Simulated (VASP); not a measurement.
# FeNi3 (Pm-3m) in VASP: further runs, part 3 of 3

VASP 6.6.1.

## (6) Single point, PBEsol, collinear spin, ferromagnetic start

This run uses another cell than the first one, of 10.62 Å³/atom.

Contents of INCAR:

```
SYSTEM = FeNi3
PREC = Accurate ; ENCUT = 690
EDIFF = 1E-6 ; ISMEAR = -1
SIGMA = 0.05 ; LREAL = .False.
LASPH = .True. ; NELM = 200
ALGO = Normal ; ISIF = 2
LWAVE = .False. ; LCHARG = .False.
ISPIN = 2 ; MAGMOM = 1 1 1 3
LORBIT = 11 ; LMAXMIX = 4
GGA = PS ; NBANDS = 47
GGA_COMPAT = .False.
```

Contents of KPOINTS:

```
regular mesh
0
Gamma
  8 8 8
  0 0 0
```

Contents of POSCAR:

```
FeNi3
1.0
    3.4887598628      0.0000000000      0.0000000000
    0.0000000000      3.4887598628      0.0000000000
    0.0000000000      0.0000000000      3.4887598628
Ni Fe
3 1
Direct
    0.5000000000      0.5000000000      0.0000000000
    0.5000000000      0.0000000000      0.5000000000
    0.0000000000      0.5000000000      0.5000000000
    0.0000000000      0.0000000000      0.0000000000
```

Potentials or basis: VASP PAW PBE potentials, release 64 (Ni_sv_GW, Fe_sv).

Command:

```bash
$ cat potpaw_PBE.64/Ni_sv_GW/POTCAR potpaw_PBE.64/Fe_sv/POTCAR > POTCAR
$ mpirun -np 1 vasp_std > vasp.out
```

OUTCAR:

```text
SYSTEM = FeNi3
   PREC = Accurate
   ENCUT = 690
   EDIFF = 1E-6
   ISMEAR = -1
   LREAL = .False.
   LASPH = .True.
   NELM = 200
   ISIF = 2
   ISPIN = 2
   LORBIT = 11
   GGA = PS

 ion  position               nearest neighbor table
   1  0.500  0.500  0.000-   2 2.47   3 2.47   4 2.47   2 2.47   3 2.47   2 2.47   4 2.47   2 2.47
                             3 2.47   4 2.47   3 2.47   4 2.47
   2  0.500  0.000  0.500-   1 2.47   3 2.47   4 2.47   1 2.47   4 2.47   1 2.47   3 2.47   1 2.47
                             3 2.47   4 2.47   4 2.47   3 2.47
   3  0.000  0.500  0.500-   1 2.47   2 2.47   4 2.47   1 2.47   4 2.47   2 2.47   4 2.47   4 2.47
                             1 2.47   2 2.47   1 2.47   2 2.47
   4  0.000  0.000  0.000-   1 2.47   2 2.47   3 2.47   2 2.47   3 2.47   1 2.47   3 2.47   3 2.47
                             1 2.47   2 2.47   2 2.47   1 2.47

  LATTYP: Found a simple cubic cell.
 ALAT       =     3.4887598628

  Lattice vectors:

 A1 = (   3.4887598628,   0.0000000000,   0.0000000000)
 A2 = (   0.0000000000,   3.4887598628,   0.0000000000)
 A3 = (   0.0000000000,   0.0000000000,   3.4887598628)

Analysis of symmetry for initial positions (statically):
=====================================================================
 Subroutine PRICEL returns:
 Original cell was already a primitive cell.

 Routine SETGRP: Setting up the symmetry group for a
 simple cubic supercell.

 Subroutine GETGRP returns: Found 48 space group operations
 (whereof 48 operations were pure point group operations)
 out of a pool of 48 trial point group operations.

The static configuration has the point symmetry O_h .

Analysis of symmetry for dynamics (positions and initial velocities):
=====================================================================
 Subroutine PRICEL returns:
 Original cell was already a primitive cell.

 Routine SETGRP: Setting up the symmetry group for a
 simple cubic supercell.

 Subroutine GETGRP returns: Found 48 space group operations
 (whereof 48 operations were pure point group operations)
 out of a pool of 48 trial point group operations.

The dynamic configuration has the point symmetry O_h .
[... 164 lines left out ...]

 E-fermi :   9.5381     XC(G=0): -14.2602

 val. band max:        9.5292956239   @ k =   0.3750   0.1250   0.1250
 cond. band min:       9.5414998732   @ k =   0.0000   0.0000   0.0000
 fundamental gap:      0.0122042493
 Fermi energy:         9.5381391791

 spin component 1

 k-point     1 :       0.0000    0.0000    0.0000
  band No.  band energies     occupation
      1     -94.0073      1.00000
      2     -93.9704      1.00000
      3     -93.9704      1.00000
      4     -79.2997      1.00000
      5     -54.5944      1.00000
      6     -54.5944      1.00000
[... 1189 lines left out ...]
     46      23.6450      0.00000
     47      26.1148      0.00000

 [... further k-points ...]

 spin component 2

 k-point     1 :       0.0000    0.0000    0.0000
  band No.  band energies     occupation
      1     -93.1404      1.00000
      2     -93.1023      1.00000
      3     -93.1023      1.00000
      4     -76.0292      1.00000
      5     -53.7563      1.00000
      6     -53.7563      1.00000
[... 1189 lines left out ...]
     46      24.1027      0.00000
     47      26.3088      0.00000

 [... further k-points ...]
[... 5 lines left out ...]
  --------------------------------------------------------------------------------------
  -------------------------------------------------------------------------------------
  Total       -0.2726741     -0.2726741     -0.2726741     -0.0000000      0.0000000      0.0000000
  in kB      -10.2882451    -10.2882451    -10.2882451     -0.0000000      0.0000000      0.0000000
  external PRESSURE =     -10.2882451 kB  Pullay stress =       0.0000000 kB

 VOLUME and BASIS-vectors are now :
 -----------------------------------------------------------------------------
  energy-cutoff  :      690.00
  volume of cell :       42.46
      direct lattice vectors                 reciprocal lattice vectors
     3.488759863  0.000000000  0.000000000     0.286634804  0.000000000  0.000000000
     0.000000000  3.488759863  0.000000000     0.000000000  0.286634804  0.000000000
     0.000000000  0.000000000  3.488759863     0.000000000  0.000000000  0.286634804

 POSITION                                       TOTAL-FORCE (eV/Angst)
 -----------------------------------------------------------------------------------
      1.74438      1.74438      0.00000         0.000000      0.000000      0.000000
      1.74438      0.00000      1.74438         0.000000      0.000000      0.000000
      0.00000      1.74438      1.74438         0.000000      0.000000      0.000000
      0.00000      0.00000      0.00000         0.000000      0.000000      0.000000
 -----------------------------------------------------------------------------------
    total drift:                                0.000000      0.000000     -0.000000

  FREE ENERGIE OF THE ION-ELECTRON SYSTEM (eV)
  ---------------------------------------------------
  free  energy   TOTEN  =       -30.5942410062 eV

  energy  without entropy=      -30.5668811221  energy(sigma->0) =      -30.58056106

 total charge

# of ion       s       p       d       f       tot
--------------------------------------------------
    1        2.253   6.333   7.811   0.005  16.402
    2        2.253   6.333   7.811   0.005  16.402
    3        2.253   6.333   7.811   0.005  16.402
    4        2.190   6.038   5.467   0.000  13.694
--------------------------------------------------
tot          8.951  25.035  28.899   0.016  62.901

 magnetization (x)

# of ion       s       p       d       f       tot
--------------------------------------------------
    1       -0.006  -0.027   0.707   0.000   0.673
    2       -0.006  -0.027   0.707   0.000   0.673
    3       -0.006  -0.027   0.707   0.000   0.673
    4        0.010   0.006   2.741   0.000   2.757
--------------------------------------------------
tot         -0.009  -0.076   4.861   0.001   4.777
```

OSZICAR:

```text
N       E                     dE             d eps       ncg     rms          rms(c)
DAV:   1     0.161408353674E+04    0.16141E+04   -0.41668E+04 10491   0.634E+03
DAV:   2     0.166244291657E+03   -0.14478E+04   -0.14013E+04 11952   0.156E+03
[... 12 lines left out ...]
DAV:  15    -0.305945078217E+02   -0.55274E-03   -0.16198E-03 12536   0.174E+00    0.286E-01
DAV:  16    -0.305944758701E+02    0.31952E-04   -0.39181E-04 12008   0.339E-01    0.301E-01
DAV:  17    -0.305943290283E+02    0.14684E-03   -0.68470E-05 10753   0.311E-01    0.225E-01
DAV:  18    -0.305942381271E+02    0.90901E-04   -0.15120E-04 11536   0.571E-01    0.587E-02
DAV:  19    -0.305942391941E+02   -0.10670E-05   -0.30209E-05  8730   0.141E-01    0.111E-02
DAV:  20    -0.305942409308E+02   -0.17368E-05   -0.12595E-05  7336   0.469E-02    0.126E-02
DAV:  21    -0.305942410062E+02   -0.75339E-07   -0.66017E-07  4760   0.416E-02
   1 F= -.30594241E+02 E0= -.30580561E+02  d E =-.273599E-01  mag=     4.7277
```

stdout:

```text
POSCAR found type information on POSCAR NiFe
 POSCAR found :  2 types and       4 ions
 scaLAPACK will be used
 -----------------------------------------------------------------------------
|                                                                             |
|                                                                             |
|     You enforced a specific xc type in the INCAR file but a different       |
|     I HOPE YOU KNOW WHAT YOU ARE DOING!                                     |
|                                                                             |
 -----------------------------------------------------------------------------

 LDA part: xc-table for (Slater+PW92), standard interpolation
 POSCAR, INCAR and KPOINTS ok, starting setup
 FFT: planning ... GRIDC
 FFT: planning ... GRID_SOFT
 FFT: planning ... GRID
 WAVECAR not read
 entering main loop
```

It took 5.8 min on 1 thread of Intel Xeon Platinum 8259CL at 2.50GHz (Skylake/Cascade Lake), shared host; peak memory 0.31 GiB.

What came out:

* Free energy: -30.5942 eV
* Pressure: -1.0 GPa
* Net moment: 4.73 μB per cell
* Site moments: Ni +0.67; Fe +2.76 μB
* Valence electrons inside the program's atomic spheres: Ni 16.40; Fe 13.69

Levels at points of the mesh, in eV from the Fermi level:
Spin up:
| k point | band 33 | band 34 | band 35 | band 36 | band 37 | band 38 | band 39 | band 40 | band 41 | band 42 |
| --- | --- | --- | --- | --- | --- | --- | --- | --- | --- | --- |
| (0.00, 0.00, 0.00) | -0.63 | -0.63 | -0.60 | -0.60 | -0.60 | 2.13 | 2.13 | 2.13 | 9.20 | 9.20 |
| (0.50, 0.00, 0.00) | -1.66 | -1.61 | -1.38 | -1.08 | -0.63 | -0.60 | 7.67 | 7.67 | 7.70 | 7.70 |
| (0.50, 0.50, 0.00) | -1.72 | -1.72 | -1.57 | -1.55 | 0.80 | 0.80 | 0.89 | 0.91 | 11.40 | 11.53 |
| (0.50, 0.50, 0.50) | -0.79 | -0.78 | -0.78 | -0.78 | -0.72 | -0.72 | -0.72 | -0.62 | 5.71 | 5.71 |
Spin down:
```
           k point  band 31  band 32  band 33  band 34  band 35  band 36
(0.00, 0.00, 0.00)     0.29     0.29     1.03     1.03     1.36     1.36
(0.50, 0.00, 0.00)    -0.92    -0.41    -0.16    -0.16     0.29     0.47
(0.50, 0.50, 0.00)    -1.30    -0.86    -0.75     0.16     0.16     0.34
(0.50, 0.50, 0.50)    -0.61    -0.61     0.06     0.06     0.06     0.85
```

Caveat: the PAW data sets were made with another functional, which shifts forces and pressure a little.

## (7) Summary

```tsv
level	cell	gap on the mesh (eV)	pressure (GPa)	moment (μB)
PBEsol	a = 3.473 Å, 4 atoms	none	2.0	4.69
PBEsol	a = 3.545 Å, 4 atoms	none	-10.8	4.87
PBE	a = 3.568 Å, 4 atoms	none	-4.6	4.94
PBEsol	a = 3.489 Å, 4 atoms	none	-1.0	4.73
```

Alike in all rows: task single point; potentials or basis VASP PAW PBE potentials, release 64 (Ni_sv_GW, Fe_sv); spin collinear, ferromagnetic start; k mesh 8 × 8 × 8; cutoff (eV) 690; smearing fermi-dirac 0.05 eV.

Caveats: the PAW data sets were made with another functional, which shifts forces and pressure a little (at least some runs); the cell stands under tension (at least some runs).

Total energies depend on the potentials used, so only differences within one code and one set of settings carry meaning.
